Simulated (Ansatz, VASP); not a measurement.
## One calculation of KCl, two programs

The input INCAR:

```
SYSTEM = KCl
ALGO     = Normal         ! electronic algorithm
EDIFF    = 1E-6           ! SCF threshold, eV
ENCUT    = 520            ! plane-wave cutoff, eV
ISIF     = 2              ! what is computed and relaxed
ISMEAR   = 0              ! smearing method
LASPH    = .TRUE.         ! aspherical terms in the spheres
LCHARG   = .FALSE.        ! write CHGCAR
LREAL    = .FALSE.        ! projectors in reciprocal space
LWAVE    = .FALSE.        ! write WAVECAR
NBANDS   = 15             ! bands
NELM     = 100            ! most SCF steps
PREC     = Accurate       ! precision mode
SIGMA    = 0.05           ! smearing width, eV
```

File KPOINTS:

```
k-points
0
G
  6 6 6
  0 0 0
```

The input POSCAR:

```
KCl
1.0
    3.8391960000      0.0000000000      0.0000000000
    0.0000000000      3.8391960000      0.0000000000
    0.0000000000      0.0000000000      3.7432161000
K Cl
1 1
Direct
    0.0000000000      0.0000000000      0.0000000000
    0.5000000000      0.5000000000      0.5000000000
```

Input for Ansatz:

```yaml
crystal:
  lattice:
    - [3.839196, 0.0, 0.0]
    - [0.0, 3.839196, 0.0]
    - [0.0, 0.0, 3.7432161]
  atoms:
    - { symbol: K, position: [0.0, 0.0, 0.0] }
    - { symbol: Cl, position: [0.5, 0.5, 0.5] }
basis:
  ecutwfc: 420
kpoints:
  mp_grid: { grid: [6, 6, 6] }
hamiltonian:
  xc: lda
scf:
  occupations: { method: gaussian, width: 0.05 }
output:
  forces: true
  stress: true
  eigenvalues: true
```

Change from the starting cell: strain +0.000 along x and y, -0.025 along z, atoms carried along.

Alike in both runs: task single point; functional LDA; k mesh 6 × 6 × 6; occupations gaussian, width 0.05 eV; no spin polarisation.

|  | VASP | Ansatz |
| --- | --- | --- |
| version | VASP 6.6.1 | Ansatz 0.2.0 |
| potentials or method | VASP PAW LDA potentials, release 64 (K_sv, Cl), cutoff 520 eV | scalar-relativistic, plane waves, PAW |
| valence electrons in the cell | 16 | 16 |

```csv
,VASP,Ansatz,Ansatz less VASP
gap on the k mesh at the Fermi level (eV),4.39,4.38,-0.006
least direct gap on the mesh (eV),4.59,4.58,-0.007
pressure (GPa),-2.8,-2.8,-0.03
"traceless stress, the component that is largest in VASP (GPa)",0.73,0.73,+0.001
```

LDA's correlation is that of Perdew and Zunger in VASP and of Perdew and Wang (1992) in Ansatz.
